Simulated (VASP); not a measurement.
Wanted: the native input for a VASP 6.6.1 run.

| Quantity | Value |
| --- | --- |
| Task | single point |
| Functional | LDA |
| Potentials or basis | VASP PAW LDA potentials, release 64 (Si, O) |
| Cutoff | 520 eV |
| k mesh | 6 × 6 × 10 |
| Occupations | gaussian, width 0.05 eV |
| Spin | no spin polarisation |
| Dipole correction | no |
| Further INCAR settings | ALGO = Normal; EDIFF = 1e-06; NBANDS = 25 |

The structure of SiO2 lies in POSCAR:

```
SiO2
1.0
    4.0488708953      0.0000000000      0.0000000000
    0.0000000000      4.0488708953      0.0000000000
    0.0000000000      0.0000000000      2.8925133676
Si O
2 4
Direct
    0.5000000000      0.5000000000      0.5000000000
    0.0000000000      0.0000000000      0.0000000000
    0.6944252994      0.6944252994      0.0000000000
    0.1944252994      0.8055747006      0.5000000000
    0.3055747006      0.3055747006      0.0000000000
    0.8055747006      0.1944252994      0.5000000000
```

One way to write it, as run:

INCAR

```
SYSTEM = SiO2
PREC = Accurate ; ENCUT = 520
EDIFF = 1E-6 ; ISMEAR = 0
SIGMA = 0.05 ; LREAL = .FALSE.
LASPH = .TRUE. ; NELM = 100
ALGO = Normal ; ISIF = 2
LWAVE = .FALSE. ; LCHARG = .FALSE.
NBANDS = 25
```

KPOINTS

```
Automatic mesh
0
G
  6 6 10
  0 0 0
```

Potentials or basis: VASP PAW LDA potentials, release 64 (Si, O).

The run is started by

```console
$ cat potpaw_LDA.64/Si/POTCAR potpaw_LDA.64/O/POTCAR > POTCAR
$ mpirun -np 1 vasp_std > vasp.out
```

It gave:

The pressure is -11.0 GPa, the largest force is 0.452 eV/Å and the band gap on the k mesh is 4.82 eV.

Caveat: the cell stands under tension.

Run time: 86 s on 1 thread of Intel Xeon 8259CL, with other jobs on the host, peak memory 0.17 GiB.
